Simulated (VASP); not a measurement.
Here is a VASP 6.6.1 calculation.

File INCAR:

```
PREC = Accurate
ENCUT = 520
EDIFF = 1E-6
ISMEAR = 0
SIGMA = 0.2
LREAL = F
LASPH = T
NELM = 80
ALGO = Normal
ISIF = 2
LWAVE = F
LCHARG = F
GGA = PE
NBANDS = 32
```

The input KPOINTS:

```
Automatic mesh
0
Gamma
  6 4 4
```

POSCAR

```
Ta4H3
1.0
    0.0001898038     -0.0005489445      3.4498163453
    4.8330955660      0.0005855571     -0.0000109295
    0.0005947207      4.8336741859     -0.0002184265
Ta H
4 3
Direct
    0.2447096808      0.7559182057      0.7559111911
    0.2447206265      0.2441059907      0.2440747541
    0.7551685198      0.7559232544      0.2440906833
    0.7551657669      0.2441043067      0.7559027008
    0.5000806478      0.4999948675      1.0000051675
    0.5000651435     -0.0000204890      0.5000129623
    0.0000896146      0.4999738640      0.5000025408
```

Potentials or basis: VASP PAW PBE potentials, release 64 (Ta_pv, H).

The run is started by

```sh
$ cat potpaw_PBE.64/Ta_pv/POTCAR potpaw_PBE.64/H/POTCAR > POTCAR
$ mpirun -np 1 vasp_std > vasp.out
```

Problem. What does it give for the largest force?

Solution. 0.014 eV/Å.

Problem. What does it give for the pressure?

Solution. 0.2 GPa.

Forces in eV/Å, atoms in the order of the input:
```
Ta   0.009  0.008 -0.006
Ta  -0.009 -0.008 -0.006
Ta   0.008 -0.008  0.007
Ta  -0.008  0.008  0.007
H    0.000  0.000  0.000
H    0.000  0.000  0.000
H    0.000  0.000  0.000
```
